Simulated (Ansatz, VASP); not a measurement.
One calculation of Al3O, two programs

```
Al O
1.0
     2.81684    0.00000    0.00000
     0.00000    2.81684    0.00000
     0.00000    0.00000   21.10430
Al O
3 1
Direct
  0.50000 0.50000 0.18953
  0.00000 0.00000 0.28675
  0.50000 0.50000 0.38401
  0.83333 0.83333 0.52285
```

Alike in both runs: task single point; functional LDA; k mesh 9 × 9 × 1; occupations gaussian, width 0.1 eV; no spin polarisation.

```csv
,VASP,Ansatz
version,VASP 6.6.1,Ansatz 0.2.0
potentials or method,"VASP PAW LDA potentials, release 64 (Al, O), cutoff 520 eV","scalar-relativistic, plane waves, PAW"
valence electrons in the cell,15,15
```

```tsv
	VASP	Ansatz	Ansatz less VASP
gap on the k mesh at the Fermi level (eV)	none	none	-
rms of the force components (eV/Å)	0.540	0.540	+0.0002
```

LDA's correlation is that of Perdew and Zunger in VASP and of Perdew and Wang (1992) in Ansatz. Atom by atom the forces differ by 0.001 eV/Å (rms over components). A gap of «none» marks a metal or a gap that the smearing closes.
